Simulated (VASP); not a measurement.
Al3GaN4, 8 atoms in the cell. Symmetry: Pm, No. 6, monoclinic system. The conventional cell has a = 5.038 Å, b = 3.125 Å, c = 5.411 Å, α = 90.00°, β = 90.04°, γ = 90.00°. Al (site symmetry m) has 4 N at 1.87 to 1.90 Å within 2.5 Å. Al (site symmetry m) has 4 N at 1.89 to 1.90 Å within 2.5 Å. Al (site symmetry m) has 4 N at 1.89 to 1.90 Å within 2.5 Å. Ga (site symmetry m) has 4 N at 1.93 to 1.96 Å within 2.6 Å. N (site symmetry m) has 3 Al at 1.89 Å and 1 Ga at 1.96 Å within 2.5 Å. N (site symmetry m) has 4 Al at 1.90 Å within 2.5 Å. N (site symmetry m) has 2 Al at 1.87 to 1.89 Å and 2 Ga at 1.93 Å within 2.5 Å. N (site symmetry m) has 3 Al at 1.89 to 1.90 Å and 1 Ga at 1.95 Å within 2.5 Å. 

| Property | Result |
| --- | --- |
| Program | VASP 6.6.1 |
| Task | single point |
| Functional | LDA |
| Potentials or basis | VASP PAW LDA potentials, release 64 (Al, Ga_d, N) |
| Cutoff | 520 eV |
| k mesh | 6 × 8 × 6 |
| Occupations | gaussian, width 0.05 eV |
| Spin | no spin polarisation |
| Dipole correction | no |
| Charge | 0.2 |
| Further INCAR settings | ALGO = Normal; EDIFF = 1e-06; NBANDS = 31; NELECT = 41.8 |

Potentials or basis: VASP PAW LDA potentials, release 64 (Al, Ga_d, N).

Run with:

```sh
$ cat potpaw_LDA.64/Al/POTCAR potpaw_LDA.64/Ga_d/POTCAR potpaw_LDA.64/N/POTCAR > POTCAR
$ mpirun -np 1 vasp_std > vasp.out
```

Hardware: 1 thread of Intel Xeon 8259CL, on a shared host.

How long does it take, and how much memory?

Wall time 4.7 min on 1 thread of Intel Xeon 8259CL, with other jobs on the host, peak memory 0.33 GiB. Counts: scf iterations 14, k points 100.
